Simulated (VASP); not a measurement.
# PtSe2 (P-3m1) in VASP: further runs, part 2 of 2

VASP 6.6.1. Earlier steps stand in the parts before.

## (4) Single point, r2SCAN (uniaxial z strain -1.0%)

Contents of POSCAR:

```
PtSe2
1.0
    3.7286503688      0.0000000000      0.0000000000
   -1.8643251844      3.2291059412      0.0000000000
    0.0000000000      0.0000000000      5.2243850103
Pt Se
1 2
Direct
    0.0000000000      0.0000000000      0.0000000000
    0.3333333333      0.6666666667      0.2484405929
    0.6666666667      0.3333333333      0.7515594071
```

Contents of INCAR.step1:

```
SYSTEM = PtSe2
ALGO = Normal
EDIFF = 1E-5
ENCUT = 550
GGA = PE
GGA_COMPAT = .False.
ISMEAR = -1
LASPH = .True.
LCHARG = .False.
LREAL = .False.
LWAVE = .True.
NBANDS = 18
NELM = 120
PREC = Accurate
SIGMA = 0.02
```

Contents of INCAR.step2:

```
SYSTEM = PtSe2
ALGO = Normal
EDIFF = 1E-6
ENCUT = 550
GGA_COMPAT = .False.
ISIF = 2
ISMEAR = -1
ISTART = 1
LASPH = .True.
LCHARG = .False.
LMIXTAU = .True.
LREAL = .False.
LWAVE = .False.
METAGGA = R2SCAN
NBANDS = 18
NELM = 120
PREC = Accurate
SIGMA = 0.02
```

Contents of KPOINTS:

```
k-points
0
Gamma
  12 12 6
  0 0 0
```

Potentials or basis: VASP PAW PBE potentials, release 64 (Pt, Se).

Launch:

```console
$ cat potpaw_PBE.64/Pt/POTCAR potpaw_PBE.64/Se/POTCAR > POTCAR
$ cp INCAR.step1 INCAR
$ mpirun -np 1 vasp_std > vasp.out
$ cp INCAR.step2 INCAR
$ mpirun -np 1 vasp_std > vasp.out
```

OUTCAR:

```text
SYSTEM = PtSe2
   EDIFF = 1E-6
   ENCUT = 550
   ISIF = 2
   ISMEAR = -1
   ISTART = 1
   LASPH = .True.
   LREAL = .False.
   METAGGA = R2SCAN
   NELM = 120
   PREC = Accurate

 ion  position               nearest neighbor table
   1  0.000  0.000  0.000-   2 2.51   3 2.51   2 2.51   3 2.51   3 2.51   2 2.51
   2  0.333  0.667  0.248-   1 2.51   1 2.51   1 2.51
   3  0.667  0.333  0.752-   1 2.51   1 2.51   1 2.51

  LATTYP: Found a hexagonal cell.
 ALAT       =     3.7286503688
 C/A-ratio  =     1.4011463917
[... 697 lines left out ...]

  FORCE on cell =-STRESS in cart. coord.  units (eV):
  Direction    XX          YY          ZZ          XY          YZ          ZX
  --------------------------------------------------------------------------------------
  -------------------------------------------------------------------------------------
  Total        0.6922949      0.6922949      0.6690080      0.0000000      0.0000000      0.0000000
  in kB       17.6332596     17.6332596     17.0401243      0.0000000      0.0000000      0.0000000
  external PRESSURE =      17.4355478 kB  Pullay stress =       0.0000000 kB

 VOLUME and BASIS-vectors are now :
 -----------------------------------------------------------------------------
  energy-cutoff  :      550.00
  volume of cell :       62.90
      direct lattice vectors                 reciprocal lattice vectors
     3.728650369  0.000000000  0.000000000     0.268193556  0.154841622  0.000000000
    -1.864325184  3.229105941  0.000000000     0.000000000  0.309683243  0.000000000
     0.000000000  0.000000000  5.224385010     0.000000000  0.000000000  0.191410089

 POSITION                                       TOTAL-FORCE (eV/Angst)
 -----------------------------------------------------------------------------------
      0.00000      0.00000      0.00000         0.000000      0.000000      0.000000
     -0.00000      2.15274      1.29795         0.000000     -0.000000     -0.017688
      1.86433      1.07637      3.92644        -0.000000      0.000000      0.017688
 -----------------------------------------------------------------------------------
    total drift:                                0.000000     -0.000000      0.000000

  FREE ENERGIE OF THE ION-ELECTRON SYSTEM (eV)
  ---------------------------------------------------
  free  energy   TOTEN  =       -81.4652463049 eV

  energy  without entropy=      -81.4647973398  energy(sigma->0) =      -81.46502182
```

OUTCAR.step1:

```text
SYSTEM = PtSe2
   EDIFF = 1E-5
   ENCUT = 550
   GGA = PE
   ISMEAR = -1
   LASPH = .True.
[... 729 lines left out ...]
      0.00000      0.00000      0.00000         0.000000      0.000000      0.000000
     -0.00000      2.15274      1.29795         0.000000     -0.000000      0.180968
      1.86433      1.07637      3.92644        -0.000000      0.000000     -0.180968
 -----------------------------------------------------------------------------------
    total drift:                                0.000000     -0.000000      0.000000

  FREE ENERGIE OF THE ION-ELECTRON SYSTEM (eV)
  ---------------------------------------------------
  free  energy   TOTEN  =       -14.2396342212 eV

  energy  without entropy=      -14.2386848202  energy(sigma->0) =      -14.23915952
```

It took 9.8 min on 1 thread of Intel Xeon 8259CL, shared host; peak memory 0.29 GiB.

Results:

| Quantity | Value |
| --- | --- |
| Free energy | -81.4652 eV |
| Pressure | 1.7 GPa |
| Largest force | 0.018 eV/Å |
| Band gap on the k mesh | zero (bands 11 and 12 overlap by 0.12 eV) |

Forces on the atoms (eV/Å):
```
Pt   0.000  0.000  0.000
Se   0.000  0.000 -0.018
Se   0.000  0.000  0.018
```

Levels at points of the mesh, in eV from the Fermi level:
| k point | band 8 | band 9 | band 10 | band 11 | band 12 | band 13 | band 14 | band 15 |
| --- | --- | --- | --- | --- | --- | --- | --- | --- |
| (0.00, 0.00, 0.00) | -2.85 | -1.20 | -1.20 | 0.14 | 1.48 | 1.48 | 4.15 | 4.53 |
| (0.50, 0.00, 0.00) | -3.72 | -3.62 | -3.57 | -3.16 | 0.70 | 2.20 | 4.88 | 6.14 |
| (0.00, 0.00, 0.50) | -3.06 | -1.92 | -1.58 | -1.58 | 2.19 | 2.19 | 5.15 | 6.53 |
| (0.50, 0.00, 0.50) | -3.73 | -3.42 | -2.96 | -1.64 | 1.01 | 1.54 | 4.53 | 5.12 |

Caveat: the cell differs from its parent crystal (uniaxial z strain -1.0%); the PAW data sets were made with another functional, which shifts forces and pressure a little; spin-orbit coupling is left out, which moves the levels of the heavy elements.

## (5) Single point, r2SCAN (uniaxial z strain +1.0%)

Contents of POSCAR:

```
PtSe2
1.0
    3.7286503688      0.0000000000      0.0000000000
   -1.8643251844      3.2291059412      0.0000000000
    0.0000000000      0.0000000000      5.3299281418
Pt Se
1 2
Direct
    0.0000000000      0.0000000000      0.0000000000
    0.3333333333      0.6666666667      0.2439755936
    0.6666666667      0.3333333333      0.7560244064
```

Contents of INCAR.step1:

```
  ALGO = Normal
  EDIFF = 1E-5
  ENCUT = 550
  GGA = PE
  GGA_COMPAT = F
  ISMEAR = -1
  LASPH = T
  LCHARG = F
  LREAL = F
  LWAVE = T
  NBANDS = 18
  NELM = 120
  PREC = Accurate
  SIGMA = 0.02
```

Contents of INCAR.step2:

```
  ALGO = Normal
  EDIFF = 1E-6
  ENCUT = 550
  GGA_COMPAT = F
  ISIF = 2
  ISMEAR = -1
  ISTART = 1
  LASPH = T
  LCHARG = F
  LMIXTAU = T
  LREAL = F
  LWAVE = F
  METAGGA = R2SCAN
  NBANDS = 18
  NELM = 120
  PREC = Accurate
  SIGMA = 0.02
```

Contents of KPOINTS:

```
k-points
0
Gamma
  12 12 6
```

Potentials or basis: VASP PAW PBE potentials, release 64 (Pt, Se).

Launch:

```console
$ cat potpaw_PBE.64/Pt/POTCAR potpaw_PBE.64/Se/POTCAR > POTCAR
$ cp INCAR.step1 INCAR
$ mpirun -np 1 vasp_std > vasp.out
$ cp INCAR.step2 INCAR
$ mpirun -np 1 vasp_std > vasp.out
```

OUTCAR:

```text
EDIFF = 1E-6
   ENCUT = 550
   ISIF = 2
   ISMEAR = -1
   ISTART = 1
   LASPH = T
   LREAL = F
   METAGGA = R2SCAN
   NELM = 120
   PREC = Accurate

 ion  position               nearest neighbor table
   1  0.000  0.000  0.000-   2 2.52   3 2.52   2 2.52   3 2.52   3 2.52   2 2.52
   2  0.333  0.667  0.244-   1 2.52   1 2.52   1 2.52
   3  0.667  0.333  0.756-   1 2.52   1 2.52   1 2.52

  LATTYP: Found a hexagonal cell.
 ALAT       =     3.7286503688
 C/A-ratio  =     1.4294523794

  Lattice vectors:

 A1 = (   3.7286503688,   0.0000000000,   0.0000000000)
 A2 = (  -1.8643251844,   3.2291059412,   0.0000000000)
 A3 = (   0.0000000000,   0.0000000000,   5.3299281418)

Analysis of symmetry for initial positions (statically):
=====================================================================
 Subroutine PRICEL returns:
 Original cell was already a primitive cell.

[... 166 lines left out ...]
  ---------------------------------------------------
  free energy    TOTEN  =       -81.47773881 eV

  energy without entropy =      -81.47755178  energy(sigma->0) =      -81.47764530

 E-fermi :   5.7328     XC(G=0): -10.9370

 val. band max:        5.6536700695   @ k =   0.0833  -0.0000   0.0000
 cond. band min:       5.7625021886   @ k =   0.0000   0.0000   0.0000
 fundamental gap:      0.1088321191
 Fermi energy:         5.7328315651

 k-point     1 :       0.0000    0.0000    0.0000
  band No.  band energies     occupation
      1     -10.3159      2.00000
      2      -7.7921      2.00000
      3      -1.5039      2.00000
      4      -0.8251      2.00000
      5      -0.8251      2.00000
      6       1.5372      2.00000
[... 481 lines left out ...]
      5      -0.4277      2.00000
      6       0.9825      2.00000
[... 10 lines left out ...]
     17      14.5832      0.00000
     18      14.8210      0.00000

 [... further k-points ...]

------------------------ aborting loop because EDIFF is reached ----------------------------------------

  FORCE on cell =-STRESS in cart. coord.  units (eV):
  Direction    XX          YY          ZZ          XY          YZ          ZX
  --------------------------------------------------------------------------------------
  -------------------------------------------------------------------------------------
  Total        0.4597680      0.4597680      0.4847116      0.0000000      0.0000000      0.0000000
  in kB       11.4787337     11.4787337     12.1014866      0.0000000      0.0000000      0.0000000
  external PRESSURE =      11.6863180 kB  Pullay stress =       0.0000000 kB

 VOLUME and BASIS-vectors are now :
 -----------------------------------------------------------------------------
  energy-cutoff  :      550.00
  volume of cell :       64.17
      direct lattice vectors                 reciprocal lattice vectors
     3.728650369  0.000000000  0.000000000     0.268193556  0.154841622  0.000000000
    -1.864325184  3.229105941  0.000000000     0.000000000  0.309683243  0.000000000
     0.000000000  0.000000000  5.329928142     0.000000000  0.000000000  0.187619790

 POSITION                                       TOTAL-FORCE (eV/Angst)
 -----------------------------------------------------------------------------------
      0.00000      0.00000      0.00000         0.000000      0.000000      0.000000
     -0.00000      2.15274      1.30037         0.000000     -0.000000     -0.017181
      1.86433      1.07637      4.02956        -0.000000      0.000000      0.017181
 -----------------------------------------------------------------------------------
    total drift:                                0.000000      0.000000     -0.000000

  FREE ENERGIE OF THE ION-ELECTRON SYSTEM (eV)
  ---------------------------------------------------
  free  energy   TOTEN  =       -81.4777388113 eV

  energy  without entropy=      -81.4775517793  energy(sigma->0) =      -81.47764530
```

OUTCAR.step1:

```text
EDIFF = 1E-5
   ENCUT = 550
   GGA = PE
   ISMEAR = -1
   LASPH = T
[... 729 lines left out ...]
      0.00000      0.00000      0.00000        -0.000000      0.000000      0.000000
     -0.00000      2.15274      1.30037        -0.000000      0.000000      0.164995
      1.86433      1.07637      4.02956         0.000000     -0.000000     -0.164995
 -----------------------------------------------------------------------------------
    total drift:                                0.000000      0.000000      0.000000

  FREE ENERGIE OF THE ION-ELECTRON SYSTEM (eV)
  ---------------------------------------------------
  free  energy   TOTEN  =       -14.2523733740 eV

  energy  without entropy=      -14.2517084460  energy(sigma->0) =      -14.25204091
```

OSZICAR.step1:

```text
N       E                     dE             d eps       ncg     rms          rms(c)
DAV:   1     0.113640481394E+03    0.11364E+03   -0.10342E+04  3632   0.112E+03
DAV:   2    -0.961242934962E+01   -0.12325E+03   -0.11917E+03  4366   0.212E+02
DAV:   3    -0.150194440008E+02   -0.54070E+01   -0.53635E+01  4478   0.446E+01
DAV:   4    -0.150635829755E+02   -0.44139E-01   -0.44116E-01  4428   0.433E+00
DAV:   5    -0.150640824997E+02   -0.49952E-03   -0.49951E-03  4398   0.451E-01    0.124E+01
DAV:   6    -0.144746613718E+02    0.58942E+00   -0.40902E+00  3728   0.189E+01    0.749E+00
DAV:   7    -0.142714411231E+02    0.20322E+00   -0.80605E-01  3704   0.888E+00    0.373E+00
DAV:   8    -0.142540036600E+02    0.17437E-01   -0.48096E-02  3998   0.161E+00    0.808E-01
DAV:   9    -0.142521550310E+02    0.18486E-02   -0.66030E-03  4148   0.780E-01    0.180E-01
DAV:  10    -0.142523792757E+02   -0.22424E-03   -0.11697E-03  4238   0.226E-01    0.497E-02
DAV:  11    -0.142523733740E+02    0.59017E-05   -0.67263E-05  4692   0.760E-02
   1 F= -.14252373E+02 E0= -.14252041E+02  d E =-.664928E-03
```

Run time: 11 min. Hardware: 1 thread of Intel Xeon 8259CL, shared host; peak memory 0.29 GiB.

What came out:

```yaml
Free_energy: -81.4777 eV
Pressure: 1.2 GPa
Largest_force: 0.017 eV/Å
Band_gap_on_the_k_mesh: 0.01 eV (least direct gap 0.70 eV)
```

Forces in eV/Å, atoms in the order of the input:
```
Pt   0.000  0.000  0.000
Se   0.000  0.000 -0.017
Se   0.000  0.000  0.017
```

Caveat: the cell differs from its parent crystal (uniaxial z strain +1.0%); the smearing spreads over this small gap; the PAW data sets were made with another functional, which shifts forces and pressure a little; spin-orbit coupling is left out, which moves the levels of the heavy elements. A k mesh can miss the band edges.

## (6) Single point, r2SCAN (uniaxial z strain +2.0%)

Contents of POSCAR:

```
PtSe2
1.0
    3.7286503688      0.0000000000      0.0000000000
   -1.8643251844      3.2291059412      0.0000000000
    0.0000000000      0.0000000000      5.3826997075
Pt Se
1 2
Direct
    0.0000000000      0.0000000000      0.0000000000
    0.3333333333      0.6666666667      0.2417253643
    0.6666666667      0.3333333333      0.7582746357
```

Contents of INCAR.step1:

```
ALGO = Normal
EDIFF = 1E-5
ENCUT = 550
GGA = PE
GGA_COMPAT = F
ISMEAR = -1
LASPH = T
LCHARG = F
LREAL = F
LWAVE = T
NBANDS = 18
NELM = 120
PREC = Accurate
SIGMA = 0.02
```

Contents of INCAR.step2:

```
ALGO = Normal
EDIFF = 1E-6
ENCUT = 550
GGA_COMPAT = F
ISIF = 2
ISMEAR = -1
ISTART = 1
LASPH = T
LCHARG = F
LMIXTAU = T
LREAL = F
LWAVE = F
METAGGA = R2SCAN
NBANDS = 18
NELM = 120
PREC = Accurate
SIGMA = 0.02
```

KPOINTS is that of step 5.

Potentials or basis: VASP PAW PBE potentials, release 64 (Pt, Se).

Launch:

```console
$ cat potpaw_PBE.64/Pt/POTCAR potpaw_PBE.64/Se/POTCAR > POTCAR
$ cp INCAR.step1 INCAR
$ mpirun -np 1 vasp_std > vasp.out
$ cp INCAR.step2 INCAR
$ mpirun -np 1 vasp_std > vasp.out
```

OUTCAR:

```text
EDIFF = 1E-6
   ENCUT = 550
   ISIF = 2
   ISMEAR = -1
   ISTART = 1
   LASPH = T
   LREAL = F
   METAGGA = R2SCAN
   NELM = 120
   PREC = Accurate

 ion  position               nearest neighbor table
   1  0.000  0.000  0.000-   2 2.52   3 2.52   2 2.52   3 2.52   3 2.52   2 2.52
   2  0.333  0.667  0.242-   1 2.52   1 2.52   1 2.52
   3  0.667  0.333  0.758-   1 2.52   1 2.52   1 2.52

  LATTYP: Found a hexagonal cell.
[... 699 lines left out ...]

  FORCE on cell =-STRESS in cart. coord.  units (eV):
  Direction    XX          YY          ZZ          XY          YZ          ZX
  --------------------------------------------------------------------------------------
  -------------------------------------------------------------------------------------
  Total        0.3604017      0.3604017      0.4129794      0.0000000      0.0000000     -0.0000000
  in kB        8.9097038      8.9097038     10.2095081      0.0000000      0.0000000     -0.0000000
  external PRESSURE =       9.3429719 kB  Pullay stress =       0.0000000 kB

 VOLUME and BASIS-vectors are now :
 -----------------------------------------------------------------------------
  energy-cutoff  :      550.00
  volume of cell :       64.81
      direct lattice vectors                 reciprocal lattice vectors
     3.728650369  0.000000000  0.000000000     0.268193556  0.154841622  0.000000000
    -1.864325184  3.229105941  0.000000000     0.000000000  0.309683243  0.000000000
     0.000000000  0.000000000  5.382699707     0.000000000  0.000000000  0.185780381

 POSITION                                       TOTAL-FORCE (eV/Angst)
 -----------------------------------------------------------------------------------
      0.00000      0.00000      0.00000         0.000000      0.000000      0.000000
     -0.00000      2.15274      1.30114        -0.000000      0.000000     -0.014241
      1.86433      1.07637      4.08156         0.000000      0.000000      0.014241
 -----------------------------------------------------------------------------------
    total drift:                                0.000000      0.000000      0.000000

  FREE ENERGIE OF THE ION-ELECTRON SYSTEM (eV)
  ---------------------------------------------------
  free  energy   TOTEN  =       -81.4826178050 eV

  energy  without entropy=      -81.4825062313  energy(sigma->0) =      -81.48256202
```

OSZICAR.step1:

```text
N       E                     dE             d eps       ncg     rms          rms(c)
DAV:   1     0.115474533449E+03    0.11547E+03   -0.10287E+04  3624   0.112E+03
DAV:   2    -0.953197009799E+01   -0.12501E+03   -0.12095E+03  4416   0.214E+02
DAV:   3    -0.150291994520E+02   -0.54972E+01   -0.54612E+01  4430   0.449E+01
DAV:   4    -0.150737973215E+02   -0.44598E-01   -0.44580E-01  4438   0.437E+00
DAV:   5    -0.150743192906E+02   -0.52197E-03   -0.52195E-03  4346   0.457E-01    0.124E+01
DAV:   6    -0.144796222039E+02    0.59470E+00   -0.40936E+00  3720   0.189E+01    0.742E+00
DAV:   7    -0.142768172477E+02    0.20280E+00   -0.80564E-01  3680   0.888E+00    0.371E+00
DAV:   8    -0.142595290463E+02    0.17288E-01   -0.48213E-02  4018   0.161E+00    0.801E-01
DAV:   9    -0.142575881364E+02    0.19409E-02   -0.67922E-03  4120   0.794E-01    0.178E-01
DAV:  10    -0.142578213300E+02   -0.23319E-03   -0.12228E-03  4190   0.226E-01    0.489E-02
DAV:  11    -0.142578169911E+02    0.43389E-05   -0.63431E-05  4690   0.713E-02
   1 F= -.14257817E+02 E0= -.14257586E+02  d E =-.462608E-03
```

Run time: 12 min. Hardware: 1 thread of Intel Xeon 8259CL, shared host; peak memory 0.29 GiB.

Results:

| Quantity | Value |
| --- | --- |
| Free energy | -81.4826 eV |
| Pressure | 0.9 GPa |
| Largest force | 0.014 eV/Å |
| Band gap on the k mesh | 0.07 eV (least direct gap 0.71 eV) |

Forces on the atoms (eV/Å):
```
Pt   0.000  0.000  0.000
Se   0.000  0.000 -0.014
Se   0.000  0.000  0.014
```

Levels at points of the mesh, in eV from the valence-band top:
```tsv
k point	band 7	band 8	band 9	band 10	band 11	band 12	band 13	band 14	band 15	band 16
(0.00, 0.00, 0.00)	-4.15	-2.75	-1.13	-1.13	0.00	1.66	1.66	4.38	4.51	7.79
(0.50, 0.00, 0.00)	-3.64	-3.56	-3.54	-3.37	-3.08	0.85	2.17	4.80	6.11	7.46
(0.00, 0.00, 0.50)	-4.17	-2.90	-1.90	-1.41	-1.41	2.21	2.21	5.17	6.44	7.40
(0.50, 0.00, 0.50)	-3.66	-3.64	-3.33	-2.91	-1.70	1.23	1.60	4.42	5.20	7.29
```

Caveat: the cell differs from its parent crystal (uniaxial z strain +2.0%); the PAW data sets were made with another functional, which shifts forces and pressure a little; spin-orbit coupling is left out, which moves the levels of the heavy elements. A k mesh can miss the band edges.

## (7) Summary

```csv
level,cell,cutoff (eV),gap on the mesh (eV),pressure (GPa),largest force (eV/Å)
PBE,"a = 3.729, b = 3.729, c = 5.488 Å, angles 90.0, 90.0, 120.0°, 3 atoms, uniaxial z strain +4.0%",500,0.06,2.8,0.14
r2SCAN,"a = 3.729, b = 3.729, c = 5.172 Å, angles 90.0, 90.0, 120.0°, 3 atoms, uniaxial z strain -2.0%",550,none,2.1,0.01
r2SCAN,"a = 3.729, b = 3.729, c = 5.224 Å, angles 90.0, 90.0, 120.0°, 3 atoms, uniaxial z strain -1.0%",550,none,1.7,0.02
r2SCAN,"a = 3.729, b = 3.729, c = 5.330 Å, angles 90.0, 90.0, 120.0°, 3 atoms, uniaxial z strain +1.0%",550,0.01,1.2,0.02
r2SCAN,"a = 3.729, b = 3.729, c = 5.383 Å, angles 90.0, 90.0, 120.0°, 3 atoms, uniaxial z strain +2.0%",550,0.07,0.9,0.01
```

Alike in all rows: task single point; potentials or basis VASP PAW PBE potentials, release 64 (Pt, Se); no spin polarisation; k mesh 12 × 12 × 6; smearing fermi-dirac 0.02 eV.

Caveats: spin-orbit coupling is left out, which moves the levels of the heavy elements; the PAW data sets were made with another functional, which shifts forces and pressure a little (at least some runs); this functional lacks dispersion, which binds layers or chains, so the pressure and a relaxed spacing across them are unreliable (at least some runs); the smearing spreads over this small gap (at least some runs).

Total energies depend on the potentials used, so only differences within one code and one set of settings carry meaning.

The gap in the log of VASP goes by the Fermi energy; the results here count the filled bands.